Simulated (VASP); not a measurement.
KBr: single point with RPBE

Crystal: KBr.

```
Br K
1.0
     0.00000    3.45963    3.45963
     3.45963    0.00000    3.45963
     3.45963    3.45963    0.00000
Br K
1 1
Direct
  0.50000 0.50000 0.50000
  0.00000 0.00000 0.00000
```

```
Program                : VASP 6.6.1
Task                   : single point
Functional             : RPBE
Potentials or basis    : VASP PAW PBE potentials, release 64 (Br, K_sv)
Cutoff                 : 520 eV
k mesh                 : 7 × 7 × 7
Occupations            : fermi-dirac, width 0.05 eV
Spin                   : no spin polarisation
Dipole correction      : no
Further INCAR settings : ALGO = Normal; EDIFF = 1e-07; NBANDS = 15
```

```yaml
Pressure: 0.0 GPa
Band_gap_on_the_k_mesh: 4.40 eV
```

Levels at points of the mesh, in eV from the valence-band top:
```
           k point  band 6  band 7  band 8  band 9  band 10  band 11
(0.00, 0.00, 0.00)    0.00    0.00    0.00    4.40     7.71     7.71
```

Wall time 17 s on 1 thread of AMD EPYC 9R45 96-Core Processor (Zen 5) (shared host), peak memory 0.18 GiB.

Caveat: the PAW data sets were made with another functional, which shifts forces and pressure a little; an odd mesh through Γ misses points on the zone boundary, where band edges can lie. Expect the measured gap to be larger: semilocal functionals such as RPBE lack the derivative discontinuity.
